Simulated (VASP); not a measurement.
Write the native input for VASP 6.6.1 that does the following.

- Task: single point
- Functional: PBEsol
- Potentials or basis: VASP PAW PBE potentials, release 64 (Ni)
- Cutoff: 520 eV
- k mesh: 15 × 15 × 15
- Occupations: fermi-dirac, width 0.1 eV
- Spin: collinear spin, ferromagnetic start
- Starting moments: [0.48] μB
- Fixed moment: 0.48 μB
- Dipole correction: no
- Further INCAR settings: ALGO = Normal; EDIFF = 1e-06; NBANDS = 15

The structure of Ni lies in POSCAR:

```
Ni
1.0
    0.0000000000      1.7720000000      1.7720000000
    1.7720000000      0.0000000000      1.7720000000
    1.7720000000      1.7720000000      0.0000000000
Ni
1
Direct
    0.0000000000      0.0000000000      0.0000000000
```

The input as run:

INCAR

```
PREC = Accurate
ENCUT = 520
EDIFF = 1E-6
ISMEAR = -1
SIGMA = 0.1
LREAL = False
LASPH = True
NELM = 150
ALGO = Normal
ISIF = 2
LWAVE = False
LCHARG = True
ISPIN = 2
MAGMOM = 0.48
LORBIT = 11
NUPDOWN = 0.48
LMAXMIX = 4
GGA = PS
LELF = True
LVHAR = True
NBANDS = 15
```

KPOINTS

```
regular mesh
0
Gamma
  15 15 15
```

Potentials or basis: VASP PAW PBE potentials, release 64 (Ni).

The run is started by

```sh
$ cat potpaw_PBE.64/Ni/POTCAR > POTCAR
$ mpirun -np 1 vasp_std > vasp.out
```

Results of the run:

The pressure is -13.4 GPa and the net moment is 0.48 μB per cell. The site moments are Ni +0.49 μB and the valence electrons inside the program's atomic spheres are Ni 9.28.

Caveat: the PAW data sets were made with another functional, which shifts forces and pressure a little; the total moment is fixed, so each spin has its own Fermi level.

Run time: 31 s on 1 thread of Intel(R) Xeon(R) Platinum 8375C CPU @ 2.90GHz (Ice Lake), on a shared host, peak memory 0.15 GiB.
